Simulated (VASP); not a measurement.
Set up this calculation in VASP 6.6.1, as the native input.

* Task: single point
* Functional: PBEsol
* Potentials or basis: VASP PAW PBE potentials, release 64 (As)
* Cutoff: 520 eV
* k mesh: 15 × 15 × 15
* Occupations: fermi-dirac, width 0.1 eV
* Spin: no spin polarisation
* Dipole correction: no
* Further INCAR settings: ALGO = Normal; EDIFF = 1e-06; NBANDS = 8

The structure of As lies in POSCAR:

```
As
1.0
    0.0000000000      2.0095708937      2.0095708937
    2.0095708937      0.0000000000      2.0095708937
    2.0095708937      2.0095708937      0.0000000000
As
1
Direct
    0.0000000000      0.0000000000      0.0000000000
```

This cell differs from its parent crystal: volume scaled by 0.88.

The input as run:

INCAR

```
SYSTEM = As
PREC = Accurate
ENCUT = 520
EDIFF = 1E-6
ISMEAR = -1
SIGMA = 0.1
LREAL = .FALSE.
LASPH = .TRUE.
NELM = 80
ALGO = Normal
ISIF = 2
LWAVE = .FALSE.
LCHARG = .TRUE.
GGA = PS
LELF = .TRUE.
LVHAR = .TRUE.
NBANDS = 8
```

KPOINTS

```
regular mesh
0
G
  15 15 15
  0 0 0
```

Potentials or basis: VASP PAW PBE potentials, release 64 (As).

Launch:

```sh
$ cat potpaw_PBE.64/As/POTCAR > POTCAR
$ mpirun -np 1 vasp_std > vasp.out
```

It gave:

```json
{
  "Pressure": "15.6 GPa"
}
```

Caveat: the PAW data sets were made with another functional, which shifts forces and pressure a little.

Wall time 9.3 s on 1 thread of Intel(R) Xeon(R) Platinum 8259CL CPU @ 2.50GHz (Skylake/Cascade Lake) (shared host), peak memory 0.14 GiB.
